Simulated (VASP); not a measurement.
# Nb (R-3m) in VASP: single point with PBEsol

Aim: the single point of Nb with PBEsol.

Everything below comes from runs of VASP 6.6.1. Logs are shortened: lines on timing, memory, paths and dates and some standing lists are left out, and cuts for length are marked.

## 1. The cell of the first run

It takes space group R-3m (No. 166, trigonal). Conventional cell: a = 2.867 Å, b = 2.867 Å, c = 7.472 Å, α = 90.00°, β = 90.00°, γ = 120.00°. Within 3.8 Å of Nb (site symmetry -3m) lie 12 Nb at 2.87 to 2.99 Å.

## 2. Single point, PBEsol

INCAR

```
ALGO = Fast ; EDIFF = 1E-7
ENCUT = 520 ; GGA = PS
ISIF = 2 ; ISMEAR = 0
ISYM = 0 ; LASPH = T
LCHARG = T ; LELF = T
LREAL = F ; LVHAR = T
LWAVE = F ; NBANDS = 12
NELM = 100 ; PREC = Accurate
SIGMA = 0.1
```

KPOINTS

```
k-points
0
Gamma
  12 12 14
```

POSCAR

```
Nb
1.0
    2.8669036825      0.0000000000      0.0000000000
   -1.4334518412      2.4828114192      0.0000000000
    1.4334518412      0.8276038064      2.4906868907
Nb
1
Direct
    0.0000000000      0.0000000000      0.0000000000
```

Potentials or basis: VASP PAW PBE potentials, release 64 (Nb_sv).

On the command line:

```
> cat potpaw_PBE.64/Nb_sv/POTCAR > POTCAR
> mpirun -np 1 vasp_std > vasp.out
```

OUTCAR:

```text
EDIFF = 1E-7
   ENCUT = 520
   GGA = PS
   ISIF = 2
   ISMEAR = 0
   ISYM = 0
   LASPH = T
   LREAL = F
   NELM = 100
   PREC = Accurate

 ion  position               nearest neighbor table
   1  0.000  0.000  0.000-

IMPORTANT INFORMATION: All symmetrisations will be switched off!
NOSYMM: (Re-)initialisation of all symmetry stuff for point group C_1.

----------------------------------------------------------------------------------------

                                     Primitive cell

  volume of cell :      17.7287

  direct lattice vectors                    reciprocal lattice vectors
     2.866903682  0.000000000  0.000000000     0.348808370  0.201384606 -0.267663779
    -1.433451841  2.482811419  0.000000000     0.000000000  0.402769212 -0.133831890
     1.433451841  0.827603806  2.490686891     0.000000000  0.000000000  0.401495669

  length of vectors
     2.866903682  2.866903682  2.990523939     0.483597909  0.424421975  0.401495669

  position of ions in fractional coordinates (direct lattice)
     0.000000000  0.000000000  0.000000000

  ion indices of the primitive-cell ions
   primitive index   ion index
                 1           1

----------------------------------------------------------------------------------------

 KPOINTS: k-points

Automatic generation of k-mesh.
 Grid dimensions read from file:
 generate k-points for:   12   12   14

 Generating k-lattice:

  Cartesian coordinates                     Fractional coordinates (reciprocal lattice)
     0.029067364  0.016782051 -0.022305315     0.083333333 -0.000000000 -0.000000000
     0.000000000  0.033564101 -0.011152657     0.000000000  0.083333333  0.000000000
     0.000000000  0.000000000  0.028678262     0.000000000  0.000000000  0.071428571

  Length of vectors
     0.040299826  0.035368498  0.028678262

  Shift w.r.t. Gamma in fractional coordinates (k-lattice)
     0.000000000  0.000000000  0.000000000

 -----------------------------------------------------------------------------
|                                                                             |
|           W    W    AA    RRRRR   N    N  II  N    N   GGGG   !!!           |
|           W    W   A  A   R    R  NN   N  II  NN   N  G    G  !!!           |
|           W    W  A    A  R    R  N N  N  II  N N  N  G       !!!           |
|           W WW W  AAAAAA  RRRRR   N  N N  II  N  N N  G  GGG   !            |
|           WW  WW  A    A  R   R   N   NN  II  N   NN  G    G                |
|           W    W  A    A  R    R  N    N  II  N    N   GGGG   !!!           |
|                                                                             |
|     Your reciprocal lattice and k-lattice belong to different lattice       |
|     classes:                                                                |
|                                                                             |
|        The reciprocal lattice is rhombohedral (trigonal),                   |
|        whereas your k-lattice is base-centered monoclinic.                  |
|                                                                             |
|     Results are often still useful ...                                      |
|                                                                             |
 -----------------------------------------------------------------------------

 WARNING: IBZKPT: internal override: KBLOWUP is changed to .FALSE.
      ... skipping the blow-up phase ...

 Subroutine IBZKPT returns following result:
 ===========================================

 Found   1012 irreducible k-points:

 Following reciprocal coordinates:
            Coordinates               Weight
  0.000000  0.000000  0.000000      1.000000
  0.083333 -0.000000  0.000000      2.000000
  0.166667  0.000000  0.000000      2.000000
  0.250000  0.000000  0.000000      2.000000
  0.333333 -0.000000  0.000000      2.000000
  0.416667 -0.000000  0.000000      2.000000
[... 16 lines left out ...]
  0.250000  0.166667  0.000000      2.000000
  0.333333  0.166667  0.000000      2.000000
 [... further k-points ...]
   k-points           NKPTS =   1012   k-points in BZ     NKDIM =   1012   number of bands    NBANDS=     12
   number of dos      NEDOS =    301   number of ions     NIONS =      1
   total plane-waves  NPLWV =  13824
   dimension x,y,z NGX =    24 NGY =   24 NGZ =   24
   dimension x,y,z NGXF=    48 NGYF=   48 NGZF=   48
   ions per type =               1
   NGX,Y,Z   is equivalent  to a cutoff of  13.92, 13.92, 13.34 a.u.
   NGXF,Y,Z  is equivalent  to a cutoff of  27.83, 27.83, 26.68 a.u.
 SYSTEM =  unknown system
   PREC   = accura    normal or accurate (medium, high low for compatibility)
   ISTART =      0    job   : 0-new  1-cont  2-samecut
   ICHARG =      2    charge: 1-file 2-atom 10-const
   ISPIN  =      1    spin polarized calculation?
   LNONCOLLINEAR =      F non collinear calculations
   LSORBIT =      F    spin-orbit coupling
   LASPH  =      T    aspherical Exc in radial PAW
   ENCUT  =  520.0 eV  38.22 Ry    6.18 a.u.   5.33  5.33  5.56*2*pi/ulx,y,z
   NELM   =    100;   NELMIN=  2; NELMDL= -5     # of ELM steps
   EDIFF  = 0.1E-06   stopping-criterion for ELM
   LREAL  =      F    real-space projection
   EDIFFG = 0.1E-05   stopping-criterion for IOM
   NSW    =      0    number of steps for IOM
   IBRION =     -1    ionic relax: 0-MD 1-quasi-New 2-CG
   NFREE  =      0    steps in history (QN), initial steepest desc. (CG)
   ISIF   =      2    stress and relaxation
   ISYM   =      0    0-nonsym 1-usesym 2-fastsym
   POTIM  = 0.5000    time-step for ionic-motion
   TEBEG  =    0.0;   TEEND  =   0.0 temperature during run
   PSTRESS=    0.0 pullay stress
   NELECT =      13.0000    total number of electrons
   NUPDOWN=      -1.0000    fix difference up-down
   EMIN   =  10.00;   EMAX   =-10.00  energy-range for DOS
   EFERMI =   0.00;   METHOD = LEGACY
   ISMEAR =     0;   SIGMA  =   0.10  broadening in eV -4-tet -1-fermi 0-gaus
   EFERMI_NEDOS =   21; number of points for ismear=-14 and -15
   IALGO  =     68    algorithm
   IMIX   =      4    mixing-type and parameters
     AMIX     =   0.40;   BMIX     =  1.00
     AMIX_MAG =   1.60;   BMIX_MAG =  1.00
  volume/ion in A,a.u.               =      17.73       119.64
  Fermi-wavevector in a.u.,A,eV,Ry     =   1.476264  2.789734 29.651921  2.179355
  Thomas-Fermi vector in A             =   2.590812
   LORBIT       =      0    0 simple, 1 ext, 2 COOP (PROOUT), +10 PAW based schemes
   GGA     = PS    functional components
   LHFCALC =     F    Hartree Fock is set to
   AEXX    =    0.0000 exact exchange contribution
   IVDW    =     0    specifies the selected vdW correction
   LEPSILON=     F    determine dielectric tensor
   LRPA    =     F    only Hartree local field effects (RPA)
 non-spin polarized calculation
 RMM-DIIS sequential band-by-band and
 Gauss-broadening in eV      SIGMA  =   0.10
  energy-cutoff  :      520.00
  volume of cell :       17.73
 maximum number of plane-waves:       496
 NGX is ok and might be reduce to    24
   NGX = 11   NGY = 11   NGZ = 11

 number of electron      12.9999999 magnetization

 Free energy of the ion-electron system (eV)
  ---------------------------------------------------
  ext. energy  EPLUGINS =         0.00000000
  ---------------------------------------------------
  free energy    TOTEN  =       -10.61880727 eV

  energy without entropy =      -10.61060632  energy(sigma->0) =      -10.61470680

 E-fermi :  11.6481     XC(G=0): -12.7078

 val. band max:       11.6465614940   @ k =  -0.3333  -0.2500   0.4286
 cond. band min:      11.6481016451   @ k =  -0.0833   0.4167   0.0000
 fundamental gap:      0.0015401511
 Fermi energy:        11.6480633493

 k-point     1 :       0.0000    0.0000    0.0000
  band No.  band energies     occupation
      1     -42.9806      2.00000
      2     -18.3808      2.00000
      3     -18.2035      2.00000
      4     -18.2025      2.00000
      5       5.2650      2.00000
      6      11.0599      2.00000
      7      11.9932      0.00000
      8      11.9940      0.00000
      9      14.5915      0.00000
     10      14.5917      0.00000
     11      23.5151      0.00000
     12      27.6183      0.00000

 k-point     2 :       0.0833   -0.0000    0.0000
  band No.  band energies     occupation
      1     -42.9586      2.00000
      2     -18.4313      2.00000
      3     -18.2918      2.00000
      4     -18.2372      2.00000
      5       5.6322      2.00000
      6      11.0463      2.00000
      7      11.8677      0.00189
      8      12.2144      0.00000
      9      14.1356      0.00000
     10      14.7016      0.00000
     11      24.2664      0.00000
     12      27.6672      0.00000

 k-point     3 :       0.1667    0.0000    0.0000
  band No.  band energies     occupation
      1     -42.8983      2.00000
      2     -18.6396      2.00000
      3     -18.4546      2.00000
      4     -18.3284      2.00000
      5       6.6076      2.00000
      6      10.4215      2.00000
      7      12.2960      0.00000
      8      12.8653      0.00000
      9      13.1081      0.00000
     10      15.0169      0.00000
     11      26.2140      0.00000
     12      27.5297      0.00000
[... 286 lines left out ...]
 k-point    23 :       0.2500    0.1667    0.0000
  band No.  band energies     occupation
      1     -42.7158      2.00000
      2     -19.3590      2.00000
      3     -18.6839      2.00000
      4     -18.6749      2.00000
      5       8.3295      2.00000
      6       9.3366      2.00000
      7      11.8001      0.03154
      8      13.6259      0.00000
      9      16.3616      0.00000
     10      16.9220      0.00000
     11      24.8222      0.00000
     12      27.0303      0.00000

 k-point    24 :       0.3333    0.1667    0.0000
  band No.  band energies     occupation
      1     -42.6621      2.00000
      2     -19.4835      2.00000
      3     -18.8365      2.00000
      4     -18.7596      2.00000
      5       7.9835      2.00000
      6       8.8673      2.00000
      7      12.8153      0.00000
      8      14.6712      0.00000
      9      16.8649      0.00000
     10      18.8262      0.00000
     11      22.9370      0.00000
     12      25.4457      0.00000

 [... further k-points ...]
[... 5 lines left out ...]
  --------------------------------------------------------------------------------------
  -------------------------------------------------------------------------------------
  Total        0.1582604      0.1696811      0.7716300     -0.0099100      0.0100527      0.0174028
  in kB       14.3023333     15.3344493     69.7338629     -0.8955916      0.9084806      1.5727328
  external PRESSURE =      33.1235485 kB  Pullay stress =       0.0000000 kB

 VOLUME and BASIS-vectors are now :
 -----------------------------------------------------------------------------
  energy-cutoff  :      520.00
  volume of cell :       17.73
      direct lattice vectors                 reciprocal lattice vectors
     2.866903682  0.000000000  0.000000000     0.348808370  0.201384606 -0.267663779
    -1.433451841  2.482811419  0.000000000     0.000000000  0.402769212 -0.133831890
     1.433451841  0.827603806  2.490686891     0.000000000  0.000000000  0.401495669

 POSITION                                       TOTAL-FORCE (eV/Angst)
 -----------------------------------------------------------------------------------
      0.00000      0.00000      0.00000        -0.000000     -0.000011     -0.000003
 -----------------------------------------------------------------------------------
    total drift:                               -0.000000     -0.000011     -0.000003

  FREE ENERGIE OF THE ION-ELECTRON SYSTEM (eV)
  ---------------------------------------------------
  free  energy   TOTEN  =       -10.6188072740 eV

  energy  without entropy=      -10.6106063190  energy(sigma->0) =      -10.61470680
```

Wall time 3.8 min (1 thread of Intel Xeon Platinum 8488C (Sapphire Rapids), shared host); peak memory 0.32 GiB.

What came out:

| Quantity | Value |
| --- | --- |
| Free energy | -10.6188 eV |
| Pressure | 3.3 GPa |
| Band gap on the k mesh | zero (an odd number of electrons rules out a gap without spin polarisation) |

Caveat: the cell stands under pressure; the PAW data sets were made with another functional, which shifts forces and pressure a little.
